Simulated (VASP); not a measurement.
Runs of VASP 6.6.1 on CdF2. The structure is that of space group Fm-3m (No. 225), or close to it. The cells are those of the table. 

| level | spin | cell | k mesh | gap on the mesh (eV) | pressure (GPa) |
| --- | --- | --- | --- | --- | --- |
| r2SCAN | collinear | a = 3.810 Å, angles 60.0°, 3 atoms | 8 × 8 × 8 | 3.75 | 1.0 |
| PBE | off | a = 3.823 Å, angles 60.0°, 3 atoms | 6 × 6 × 6 | (a) | 5.0 |
| r2SCAN | off | a = 3.810 Å, angles 60.0°, 3 atoms | 8 × 8 × 8 | 3.75 | 1.0 |
| r2SCAN | off | a = 3.876 Å, angles 60.0°, 3 atoms | 8 × 8 × 8 | 3.56 | -4.4 |

Alike in all rows: task single point; potentials or basis VASP PAW PBE potentials, release 64 (Cd, F); cutoff (eV) 520; smearing gaussian 0.05 eV.

Fill in the values left out.

(a) 3.05.

Caveats: the PAW data sets were made with another functional, which shifts forces and pressure a little (at least some runs); the cell stands under pressure (at least some runs); the cell stands under tension (at least some runs).

A k mesh can miss the band edges, and the runs leave out spin-orbit coupling on Cd.
